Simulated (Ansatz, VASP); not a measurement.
**Two plane-wave programs on V**

File POSCAR:

```
V
1.0
   -1.5440506776      1.5440506776      1.5440506776
    1.5440506776     -1.5440506776      1.5440506776
    1.5440506776      1.5440506776     -1.5440506776
V
1
Direct
    0.0000000000      0.0000000000      0.0000000000
```

Contents of INCAR.step1:

```
ALGO = Normal ; EDIFF = 1E-4
ENCUT = 520 ; GGA = PE
ISMEAR = -1 ; ISPIN = 2
LASPH = True ; LCHARG = False
LMAXMIX = 4 ; LREAL = False
LWAVE = True ; MAGMOM = 2
NBANDS = 16 ; NELM = 150
PREC = Accurate ; SIGMA = 0.05
```

File INCAR.step2:

```
ALGO = Normal ; EDIFF = 1E-7
ENCUT = 520 ; ISIF = 2
ISMEAR = -1 ; ISPIN = 2
ISTART = 1 ; LASPH = True
LCHARG = False ; LMAXMIX = 4
LMIXTAU = True ; LORBIT = 11
LREAL = False ; LWAVE = False
MAGMOM = 2 ; METAGGA = R2SCAN
NBANDS = 16 ; NELM = 150
PREC = Accurate ; SIGMA = 0.05
```

Contents of KPOINTS:

```
k-points
0
Gamma
  12 12 12
```

Contents of input.yaml:

```yaml
crystal:
  lattice:
    - [-1.5440506776, 1.5440506776, 1.5440506776]
    - [1.5440506776, -1.5440506776, 1.5440506776]
    - [1.5440506776, 1.5440506776, -1.5440506776]
  atoms:
    - { symbol: V, position: [0.0, 0.0, 0.0], spin: 2.0 }
hamiltonian:
  xc: r2scan
  pseudopotentials: { kind: paw }
magnetization:
  spin_polarized: true
kpoints:
  mp_grid: { grid: [12, 12, 12] }
scf:
  occupations: { method: fermi_dirac, width: 0.05 }
output:
  forces: true
  stress: true
  eigenvalues: true
```

Alike in both runs: task single point; functional r2SCAN; k mesh 12 × 12 × 12; occupations fermi-dirac, width 0.05 eV; collinear spin.

```csv
,VASP,Ansatz
version,VASP 6.6.1,Ansatz 0.2.0
potentials or method,"VASP PAW PBE potentials, release 64 (V_sv)",Ansatz PAW
plane-wave cutoff (eV),520,500
valence electrons in the cell,13,13
```

```tsv
	VASP	Ansatz	Ansatz less VASP
gap on the k mesh at the Fermi level (eV)	none	none	-
pressure (GPa)	-15.9	-14.9	+0.96
net moment per atom (μB)	0.00	0.60	+0.600
size of the moment on the site where the two differ most (μB)	0.00	0.50	+0.500
```

The net moments are unlike, so the other rows may belong to different states. VASP's potentials were made for PBE, not for r2SCAN. Site moments also hang on the region over which each program counts them. A gap of «none» marks a metal or a gap that the smearing closes.

Noted on Ansatz's run: the magnetic or orbital state may not be the lowest.
